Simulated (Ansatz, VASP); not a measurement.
## Cu in VASP and in Ansatz

INCAR

```
SYSTEM = Cu
  PREC = Accurate
  ENCUT = 520
  EDIFF = 1E-6
  ISMEAR = 0
  SIGMA = 0.15
  LREAL = .FALSE.
  LASPH = .TRUE.
  NELM = 80
  ALGO = Fast
  ISIF = 2
  LWAVE = .FALSE.
  LCHARG = .FALSE.
  GGA = PS
  NBANDS = 42
```

File KPOINTS:

```
Automatic mesh
0
G
  24 24 2
  0 0 0
```

POSCAR

```
Cu
1.0
    2.4947012523      0.0000000000      0.0000000000
   -1.2473506261      2.1604746593      0.0000000000
    0.0000000000      0.0000000000     24.5694588675
Cu
6
Direct
    0.0000000000      0.0000000000      0.3738265934
    0.6666666667      0.3333333333      0.2899969346
    0.3333333333      0.6666666667      0.4579262698
    0.0000000000      0.0000000000      0.6261734066
    0.6666666667      0.3333333333      0.5420737302
    0.3333333333      0.6666666667      0.7100030654
```

Input for Ansatz:

```yaml
crystal:
  lattice:
    - [2.4947012523, 0.0, 0.0]
    - [-1.2473506261, 2.1604746593, 0.0]
    - [0.0, 0.0, 24.5694588675]
  atoms:
    - { symbol: Cu, position: [0.0, 0.0, 0.3738265934] }
    - { symbol: Cu, position: [0.6666666667, 0.3333333333, 0.2899969346] }
    - { symbol: Cu, position: [0.3333333333, 0.6666666667, 0.4579262698] }
    - { symbol: Cu, position: [0.0, 0.0, 0.6261734066] }
    - { symbol: Cu, position: [0.6666666667, 0.3333333333, 0.5420737302] }
    - { symbol: Cu, position: [0.3333333333, 0.6666666667, 0.7100030654] }
basis:
  ecutwfc: 420
kpoints:
  mp_grid: { grid: [24, 24, 2] }
hamiltonian:
  xc: pbesol
scf:
  occupations: { method: gaussian, width: 0.15 }
output:
  forces: true
  stress: true
  eigenvalues: true
```

Alike in both runs: task single point; functional PBEsol; k mesh 24 × 24 × 2; occupations gaussian, width 0.15 eV; no spin polarisation.

```csv
,VASP,Ansatz
version,VASP 6.6.1,Ansatz 0.2.0
potentials or method,"VASP PAW PBE potentials, release 64 (Cu), cutoff 520 eV","scalar-relativistic, plane waves, PAW"
valence electrons in the cell,66,114
```

|  | VASP | Ansatz | Ansatz less VASP |
| --- | --- | --- | --- |
| gap on the k mesh at the Fermi level (eV) | none | none | - |
| rms of the force components (eV/Å) | 0.009 | 0.011 | +0.0026 |

VASP's potentials were made for PBE, not for PBEsol. Atom by atom the forces differ by 0.008 eV/Å (rms over components). A gap of «none» marks a metal or a gap that the smearing closes. With one functional, cell and mesh, what is left measures potentials, basis and numerics. VASP's potentials hold 66 valence electrons a cell and Ansatz's 114, so a difference there can come from the potentials and not from the codes.
